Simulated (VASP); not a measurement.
# Li: relaxation of cell and atoms with PBEsol

Li:

```
Li
1.0
    -1.74500    1.74500    1.74500
     1.74500   -1.74500    1.74500
     1.74500    1.74500   -1.74500
Li
1
Direct
  0.00000 0.00000 0.00000
```

| Property | Result |
| --- | --- |
| Program | VASP 6.6.1 |
| Task | relaxation of cell and atoms |
| Functional | PBEsol |
| Potentials or basis | VASP PAW PBE potentials, release 64 (Li_sv) |
| Cutoff | 600 eV |
| k mesh | 22 × 22 × 22 |
| Occupations | methfessel-paxton, width 0.1 eV |
| Spin | no spin polarisation |
| Dipole correction | no |
| Further INCAR settings | ALGO = Normal; EDIFF = 1e-06; IBRION = 2; EDIFFG = -0.005; NSW = 60; ISIF = 3 |

* Relaxed volume: 20.00 Å³/atom
* Relaxed cell: a = 2.962 Å, b = 2.962 Å, c = 2.962 Å, α = 109.47°, β = 109.47°, γ = 109.47°
* Space group after relaxing (to 0.1 Å): Im-3m (No. 229)
* Energy gained by relaxing: 3.0 meV/atom
* Ionic steps: 4
* Pressure after relaxing: 0.0 GPa
* Band gap on the k mesh: zero (an odd number of electrons rules out a gap without spin polarisation)

Step by step:
```csv
step,energy change (eV),largest force (eV/Å),pressure (GPa),volume (Å³)
1,0.0000,0.0000,-0.73,21.25
2,-0.0012,0.0000,-0.57,20.96
3,-0.0029,0.0000,-0.16,20.26
4,-0.0030,0.0000,0.01,20.00
```

Final structure:
```xyz
1
Lattice="-1.7099 1.7099 1.7099 1.7099 -1.7099 1.7099 1.7099 1.7099 -1.7099" Properties=species:S:1:pos:R:3 pbc="T T T"
Li    1.7099    1.7099   -1.7099
```

Levels at points of the mesh, in eV from the Fermi level:
| k point | band 1 | band 2 | band 3 | band 4 | band 5 |
| --- | --- | --- | --- | --- | --- |
| (0.00, 0.00, 0.00) | -45.89 | -3.58 | 14.76 | 14.76 | 14.76 |
| (0.50, 0.00, 0.00) | -45.87 | 0.23 | 3.30 | 10.47 | 11.95 |
| (0.50, 0.50, 0.50) | -45.86 | 5.57 | 5.57 | 5.57 | 7.82 |

Wall time 45 s on 1 thread of Intel Xeon 8259CL, on a shared host, peak memory 0.16 GiB.

Caveat: the cutoff is under 1.25 times the usual one of these potentials, so pressure, stress and relaxed cells hold a basis-set (Pulay) error; the PAW data sets were made with another functional, which shifts forces and pressure a little.
